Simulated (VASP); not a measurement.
# BN (I-4m2) in VASP: a series of runs

Aim: see how the results for BN move with the level of theory and the settings. Levels: PBE, r2SCAN. Tasks: single point.

Everything below comes from runs of VASP 6.6.1. Logs are shortened: lines on timing, memory, paths and dates and some standing lists are left out, and cuts for length are marked.

### Step 1. The cell of the first run

The structure is tetragonal, space group I-4m2 (No. 119). Conventional cell: a = 2.552 Å, b = 2.552 Å, c = 3.402 Å, α = 90.00°, β = 90.00°, γ = 90.00°. B (site symmetry -4m2) has 4 N at 1.53 Å within 2.0 Å. Within 2.0 Å of N (site symmetry -4m2) lie 4 B at 1.53 Å.

### Step 2. Single point, PBE (uniaxial z strain -5.8%)

File INCAR:

```
PREC = Accurate ; ENCUT = 520
EDIFF = 1E-7 ; ISMEAR = -1
SIGMA = 0.02 ; LREAL = F
LASPH = T ; NELM = 100
ALGO = Normal ; ISIF = 2
LWAVE = F ; LCHARG = F
GGA = PE ; NBANDS = 11
```

File KPOINTS:

```
regular mesh
0
Gamma
  12 12 12
```

File POSCAR:

```
BN
1.0
    0.0000000000      1.8048254535      1.7010479899
    1.8048254535      0.0000000000      1.7010479899
    1.8048254535      1.8048254535      0.0000000000
B N
1 1
Direct
    0.0000000000      0.0000000000      0.0000000000
    0.2500000000      0.2500000000      0.2500000000
```

Potentials or basis: VASP PAW PBE potentials, release 64 (B, N).

Started as:

```bash
$ cat potpaw_PBE.64/B/POTCAR potpaw_PBE.64/N/POTCAR > POTCAR
$ mpirun -np 1 vasp_std > vasp.out
```

OUTCAR:

```text
PREC = Accurate
   ENCUT = 520
   EDIFF = 1E-7
   ISMEAR = -1
   LREAL = F
   LASPH = T
   NELM = 100
   ISIF = 2
   GGA = PE

 ion  position               nearest neighbor table
   1  0.000  0.000  0.000-   2 1.53   2 1.53   2 1.53   2 1.53
   2  0.250  0.250  0.250-   1 1.53   1 1.53   1 1.53   1 1.53

  LATTYP: Found a body centered tetragonal cell.
 ALAT       =     2.5524086341
 C/A-ratio  =     1.3328962825

  Lattice vectors:

 A1 = (   0.0000000000,  -1.8048254535,  -1.7010479899)
 A2 = (   0.0000000000,   1.8048254535,  -1.7010479899)
 A3 = (   1.8048254535,   0.0000000000,   1.7010479899)

Analysis of symmetry for initial positions (statically):
=====================================================================
 Subroutine PRICEL returns:
 Original cell was already a primitive cell.

 Routine SETGRP: Setting up the symmetry group for a
 body centered tetragonal supercell.

 Subroutine GETGRP returns: Found  8 space group operations
 (whereof  8 operations were pure point group operations)
 out of a pool of 16 trial point group operations.

The static configuration has the point symmetry D_2d.

Analysis of symmetry for dynamics (positions and initial velocities):
=====================================================================
 Subroutine PRICEL returns:
 Original cell was already a primitive cell.

 Routine SETGRP: Setting up the symmetry group for a
 body centered tetragonal supercell.

 Subroutine GETGRP returns: Found  8 space group operations
 (whereof  8 operations were pure point group operations)
 out of a pool of 16 trial point group operations.

The dynamic configuration has the point symmetry D_2d.

 Subroutine INISYM returns: Found  8 space group operations
 (whereof  8 operations are pure point group operations),
 and found     1 'primitive' translations

----------------------------------------------------------------------------------------

                                     Primitive cell

  volume of cell :      11.0820

  direct lattice vectors                    reciprocal lattice vectors
     0.000000000  1.804825453  1.701047990    -0.277035100  0.277035100  0.293936446
     1.804825453  0.000000000  1.701047990     0.277035100 -0.277035100  0.293936446
     1.804825453  1.804825453  0.000000000     0.277035100  0.277035100 -0.293936446

  length of vectors
     2.480112736  2.480112736  2.552408634     0.489791310  0.489791310  0.489791310

  position of ions in fractional coordinates (direct lattice)
     0.000000000  0.000000000  0.000000000
     0.250000000  0.250000000  0.250000000

  ion indices of the primitive-cell ions
   primitive index   ion index
                 1           1
                 2           2

----------------------------------------------------------------------------------------

 KPOINTS: regular mesh

Automatic generation of k-mesh.
 Grid dimensions read from file:
 generate k-points for:   12   12   12

 Generating k-lattice:

  Cartesian coordinates                     Fractional coordinates (reciprocal lattice)
    -0.023086258  0.023086258  0.024494704     0.083333333  0.000000000  0.000000000
     0.023086258 -0.023086258  0.024494704     0.000000000  0.083333333  0.000000000
     0.023086258  0.023086258 -0.024494704     0.000000000  0.000000000  0.083333333

  Length of vectors
     0.040815942  0.040815942  0.040815942

  Shift w.r.t. Gamma in fractional coordinates (k-lattice)
     0.000000000  0.000000000  0.000000000

 Subroutine IBZKPT returns following result:
 ===========================================

 Found    163 irreducible k-points:

 Following reciprocal coordinates:
            Coordinates               Weight
  0.000000  0.000000  0.000000      1.000000
  0.083333 -0.000000  0.000000      8.000000
  0.166667 -0.000000  0.000000      8.000000
  0.250000 -0.000000  0.000000      8.000000
  0.333333 -0.000000  0.000000      8.000000
  0.416667 -0.000000  0.000000      8.000000
[... 16 lines left out ...]
  0.500000  0.166667  0.000000      8.000000
 -0.416667  0.166667  0.000000      8.000000
 [... further k-points ...]
   k-points           NKPTS =    163   k-points in BZ     NKDIM =    163   number of bands    NBANDS=     11
   number of dos      NEDOS =    301   number of ions     NIONS =      2
   total plane-waves  NPLWV =   6480
   dimension x,y,z NGX =    18 NGY =   18 NGZ =   20
   dimension x,y,z NGXF=    36 NGYF=   36 NGZF=   40
   ions per type =               1   1
   NGX,Y,Z   is equivalent  to a cutoff of  12.07, 12.07, 13.03 a.u.
   NGXF,Y,Z  is equivalent  to a cutoff of  24.13, 24.13, 26.05 a.u.
 SYSTEM =  unknown system
   PREC   = accura    normal or accurate (medium, high low for compatibility)
   ISTART =      0    job   : 0-new  1-cont  2-samecut
   ICHARG =      2    charge: 1-file 2-atom 10-const
   ISPIN  =      1    spin polarized calculation?
   LNONCOLLINEAR =      F non collinear calculations
   LSORBIT =      F    spin-orbit coupling
   LASPH  =      T    aspherical Exc in radial PAW
   ENCUT  =  520.0 eV  38.22 Ry    6.18 a.u.   4.61  4.61  4.75*2*pi/ulx,y,z
   NELM   =    100;   NELMIN=  2; NELMDL= -5     # of ELM steps
   EDIFF  = 0.1E-06   stopping-criterion for ELM
   LREAL  =      F    real-space projection
   EDIFFG = 0.1E-05   stopping-criterion for IOM
   NSW    =      0    number of steps for IOM
   IBRION =     -1    ionic relax: 0-MD 1-quasi-New 2-CG
   NFREE  =      0    steps in history (QN), initial steepest desc. (CG)
   ISIF   =      2    stress and relaxation
   ISYM   =      2    0-nonsym 1-usesym 2-fastsym
   POTIM  = 0.5000    time-step for ionic-motion
   TEBEG  =    0.0;   TEEND  =   0.0 temperature during run
   PSTRESS=    0.0 pullay stress
   NELECT =       8.0000    total number of electrons
   NUPDOWN=      -1.0000    fix difference up-down
   EMIN   =  10.00;   EMAX   =-10.00  energy-range for DOS
   EFERMI =   0.00;   METHOD = LEGACY
   ISMEAR =    -1;   SIGMA  =   0.02  broadening in eV -4-tet -1-fermi 0-gaus
   EFERMI_NEDOS =   21; number of points for ismear=-14 and -15
   IALGO  =     38    algorithm
   IMIX   =      4    mixing-type and parameters
     AMIX     =   0.40;   BMIX     =  1.00
     AMIX_MAG =   1.60;   BMIX_MAG =  1.00
  volume/ion in A,a.u.               =       5.54        37.39
  Fermi-wavevector in a.u.,A,eV,Ry     =   1.468585  2.775224 29.344266  2.156743
  Thomas-Fermi vector in A             =   2.584065
   LORBIT       =      0    0 simple, 1 ext, 2 COOP (PROOUT), +10 PAW based schemes
   GGA     = PE    functional components
[... 5 lines left out ...]
 non-spin polarized calculation
  energy-cutoff  :      520.00
  volume of cell :       11.08
 maximum number of plane-waves:       315
   NGX =  9   NGY =  9   NGZ =  9

 number of electron       7.9999999 magnetization

 Free energy of the ion-electron system (eV)
  ---------------------------------------------------
  ext. energy  EPLUGINS =         0.00000000
  ---------------------------------------------------
  free energy    TOTEN  =       -17.32432207 eV

  energy without entropy =      -17.32432207  energy(sigma->0) =      -17.32432207

 E-fermi :   8.9181     XC(G=0): -13.1437

 val. band max:        8.5821607274   @ k =   0.0000   0.0000   0.0000
 cond. band min:      12.0448953931   @ k =   0.5000   0.5000   0.0000
 fundamental gap:      3.4627346657
 Fermi energy:         8.9180628631

 k-point     1 :       0.0000    0.0000    0.0000
  band No.  band energies     occupation
      1     -12.7587      2.00000
      2       8.0299      2.00000
      3       8.0299      2.00000
      4       8.5822      2.00000
      5      17.0870      0.00000
      6      17.5145      0.00000
      7      17.5145      0.00000
      8      19.6025      0.00000
      9      34.2079      0.00000
     10      35.2104      0.00000
     11      36.3664      0.00000

 k-point     2 :       0.0833   -0.0000    0.0000
  band No.  band energies     occupation
      1     -12.5803      2.00000
      2       7.2135      2.00000
      3       7.8121      2.00000
      4       8.2835      2.00000
      5      17.2693      0.00000
      6      17.7932      0.00000
      7      17.9075      0.00000
      8      20.1258      0.00000
      9      33.3299      0.00000
     10      33.6547      0.00000
     11      35.0434      0.00000

 k-point     3 :       0.1667   -0.0000    0.0000
  band No.  band energies     occupation
      1     -12.0515      2.00000
      2       5.0667      2.00000
      3       7.2836      2.00000
      4       7.8320      2.00000
      5      17.6678      0.00000
      6      18.3998      0.00000
      7      18.6631      0.00000
      8      21.3899      0.00000
      9      32.0179      0.00000
     10      32.5003      0.00000
     11      34.0324      0.00000

 k-point     4 :       0.2500   -0.0000    0.0000
  band No.  band energies     occupation
      1     -11.1942      2.00000
      2       2.4906      2.00000
      3       6.6742      2.00000
      4       7.3540      2.00000
      5      18.0129      0.00000
      6      18.8830      0.00000
      7      19.4651      0.00000
      8      22.6691      0.00000
      9      31.9198      0.00000
     10      31.9986      0.00000
     11      33.5049      0.00000
[... 239 lines left out ...]
 k-point    22 :       0.4167    0.1667    0.0000
  band No.  band energies     occupation
      1      -8.9439      2.00000
      2      -0.5273      2.00000
      3       4.6070      2.00000
      4       5.4232      2.00000
      5      16.4783      0.00000
      6      21.4060      0.00000
      7      21.6473      0.00000
      8      22.3051      0.00000
      9      29.8264      0.00000
     10      36.2255      0.00000
     11      37.5577      0.00000

 k-point    23 :       0.5000    0.1667    0.0000
  band No.  band energies     occupation
      1      -7.9235      2.00000
      2      -2.1317      2.00000
      3       4.6506      2.00000
      4       4.8559      2.00000
      5      16.7577      0.00000
      6      21.1043      0.00000
      7      21.7287      0.00000
      8      23.6836      0.00000
      9      29.8751      0.00000
     10      36.1984      0.00000
     11      36.8408      0.00000

 k-point    24 :      -0.4167    0.1667    0.0000
  band No.  band energies     occupation
      1      -7.8574      2.00000
      2      -2.2381      2.00000
      3       4.4165      2.00000
      4       4.9710      2.00000
      5      17.1319      0.00000
      6      20.7386      0.00000
      7      21.6213      0.00000
      8      24.7908      0.00000
      9      29.6742      0.00000
     10      34.3498      0.00000
     11      36.1655      0.00000

 [... further k-points ...]

------------------------ aborting loop because EDIFF is reached ----------------------------------------

  FORCE on cell =-STRESS in cart. coord.  units (eV):
  Direction    XX          YY          ZZ          XY          YZ          ZX
  --------------------------------------------------------------------------------------
  -------------------------------------------------------------------------------------
  Total        1.3121977      1.3121977      3.7517597      0.0000000     -0.0000000      0.0000000
  in kB      189.7111545    189.7111545    542.4111634      0.0000000     -0.0000000      0.0000000
  external PRESSURE =     307.2778242 kB  Pullay stress =       0.0000000 kB

 VOLUME and BASIS-vectors are now :
 -----------------------------------------------------------------------------
  energy-cutoff  :      520.00
  volume of cell :       11.08
      direct lattice vectors                 reciprocal lattice vectors
     0.000000000  1.804825453  1.701047990    -0.277035100  0.277035100  0.293936446
     1.804825453  0.000000000  1.701047990     0.277035100 -0.277035100  0.293936446
     1.804825453  1.804825453  0.000000000     0.277035100  0.277035100 -0.293936446

 POSITION                                       TOTAL-FORCE (eV/Angst)
 -----------------------------------------------------------------------------------
      0.00000      0.00000      0.00000        -0.000000     -0.000000      0.000000
      0.90241      0.90241      0.85052         0.000000      0.000000     -0.000000
 -----------------------------------------------------------------------------------
    total drift:                                0.000001      0.000001      0.000005

  FREE ENERGIE OF THE ION-ELECTRON SYSTEM (eV)
  ---------------------------------------------------
  free  energy   TOTEN  =       -17.3243220693 eV

  energy  without entropy=      -17.3243220693  energy(sigma->0) =      -17.32432207
```

It took 30 s on 1 thread of Intel Xeon 8259CL, shared host; peak memory 0.13 GiB.

What came out:

```yaml
Free_energy: -17.3243 eV
Pressure: 30.7 GPa
Band_gap_on_the_k_mesh: 3.46 eV (least direct gap 8.50 eV)
```

Caveat: the cell differs from its parent crystal (uniaxial z strain -5.8%); the cell stands under pressure.

### Step 3. Single point, r2SCAN (uniaxial z strain -5.8%)

POSCAR is that of step 2.

File INCAR.step1:

```
SYSTEM = BN
PREC = Accurate
ENCUT = 520
ISMEAR = 0
SIGMA = 0.01
LREAL = .FALSE.
LASPH = .TRUE.
NELM = 100
NBANDS = 11
GGA = PE
ALGO = Normal
EDIFF = 1E-4
LWAVE = .TRUE.
LCHARG = .FALSE.
```

File INCAR.step2:

```
SYSTEM = BN
PREC = Accurate
ENCUT = 520
EDIFF = 1E-6
ISMEAR = 0
SIGMA = 0.01
LREAL = .FALSE.
LASPH = .TRUE.
NELM = 100
ALGO = Normal
ISIF = 2
LWAVE = .FALSE.
LCHARG = .FALSE.
METAGGA = R2SCAN
LMIXTAU = .TRUE.
NBANDS = 11
ISTART = 1
```

File KPOINTS:

```
Automatic mesh
0
G
  12 12 12
  0 0 0
```

Potentials or basis: VASP PAW PBE potentials, release 64 (B, N).

Started as:

```bash
$ cat potpaw_PBE.64/B/POTCAR potpaw_PBE.64/N/POTCAR > POTCAR
$ cp INCAR.step1 INCAR
$ mpirun -np 1 vasp_std > vasp.out
$ cp INCAR.step2 INCAR
$ mpirun -np 1 vasp_std > vasp.out
```

It took 1.9 min on 1 thread of Intel Xeon 8259CL, shared host; peak memory 0.13 GiB.

It converged, with:

```yaml
Free_energy: -19.0605 eV
Pressure: 27.1 GPa
Band_gap_on_the_k_mesh: 3.97 eV (least direct gap 9.22 eV)
```

Stress tensor (GPa, compression positive):
```
14.82  0.00  0.00
 0.00 14.82  0.00
 0.00  0.00 51.78
```

Levels at points of the mesh, in eV from the valence-band top:
```tsv
k point	band 1	band 2	band 3	band 4	band 5	band 6	band 7	band 8
(0.00, 0.00, 0.00)	-22.42	-0.56	-0.56	0.00	9.22	9.64	9.64	11.79
(0.50, 0.00, 0.00)	-17.80	-12.06	-2.99	-2.04	10.40	11.06	12.73	16.77
(0.50, 0.50, 0.00)	-15.79	-9.50	-6.37	-6.37	3.97	8.83	19.99	19.99
(0.50, 0.00, 0.50)	-16.54	-10.43	-5.50	-5.46	5.09	10.34	19.25	20.18
```

Caveat: the cell differs from its parent crystal (uniaxial z strain -5.8%); the cell stands under pressure; the PAW data sets were made with another functional, which shifts forces and pressure a little. A k mesh can miss the band edges.
